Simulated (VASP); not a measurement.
The system is BeTe.

```
CELL_PARAMETERS angstrom
0.00000 2.83198 2.83198
2.83198 0.00000 2.83198
2.83198 2.83198 0.00000
ATOMIC_POSITIONS crystal
Be 0.00000 0.00000 0.00000
Te 0.25000 0.25000 0.25000
```

- Program: VASP 6.6.1
- Task: relaxation of cell and atoms
- Functional: LDA
- Potentials or basis: VASP PAW LDA potentials, release 64 (Be, Te)
- Cutoff: 600 eV
- k mesh: 8 × 8 × 8
- Occupations: fermi-dirac, width 0.02 eV
- Spin: no spin polarisation

At the start: pressure -3.1 GPa; volume 22.71 Å³/atom.

Q: Where does the relaxation end?

A: Over 3 steps the energy falls by 12.2 meV/atom and the volume is 21.51 Å³/atom (-5.3 %); space group F-43m (No. 216, to 0.1 Å) before and after.

Step by step:
| step | energy change (eV) | largest force (eV/Å) | pressure (GPa) | volume (Å³) |
| --- | --- | --- | --- | --- |
| 1 | 0.0000 | 0.0000 | -3.10 | 45.43 |
| 2 | -0.0235 | 0.0000 | 0.64 | 42.60 |
| 3 | -0.0244 | 0.0000 | 0.02 | 43.02 |

Final structure:
```
Be Te
1.0
     0.00000    2.78101    2.78101
     2.78101    0.00000    2.78101
     2.78101    2.78101    0.00000
Be Te
1 1
Direct
  0.00000 0.00000 0.00000
  0.25000 0.25000 0.25000
```
